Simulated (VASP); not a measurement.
Zr, 3 atoms in the cell. It takes space group P6/mmm (No. 191, hexagonal). The conventional cell has a = 3.810 Å, b = 3.810 Å, c = 2.374 Å, α = 90.00°, β = 90.00°, γ = 120.00°. Within 3.1 Å of Zr (site symmetry 6/mmm) lie 14 Zr at 2.37 to 2.50 Å. Within 2.9 Å of Zr (site symmetry -6m2) lie 11 Zr at 2.20 to 2.50 Å. This isn't the form of Zr at room conditions, which is hcp.

```yaml
Program: VASP 6.6.1
Task: relaxation of shape and atoms at fixed volume
Functional: PBE
Potentials_or_basis: VASP PAW PBE potentials, release 64 (Zr_sv)
Cutoff: 600 eV
k_mesh: 8 × 8 × 11
Occupations: fermi-dirac, width 0.1 eV
Spin: no spin polarisation
Dipole_correction: no
Further_INCAR_settings: ALGO = Normal; EDIFF = 1e-07; IBRION = 2; EDIFFG = -0.005; NSW = 50; ISIF = 4
```

Potentials or basis: VASP PAW PBE potentials, release 64 (Zr_sv).

Launch:

```console
$ cat potpaw_PBE.64/Zr_sv/POTCAR > POTCAR
$ mpirun -np 1 vasp_std > vasp.out
```

Hardware: 1 thread of Intel Xeon 8259CL, with other jobs on the host.

Estimate the wall time of this run.

Run time: 7 min on 1 thread of Intel Xeon 8259CL, with other jobs on the host, peak memory 0.17 GiB. Counts: scf iterations 80, k points 60, ion steps 13.
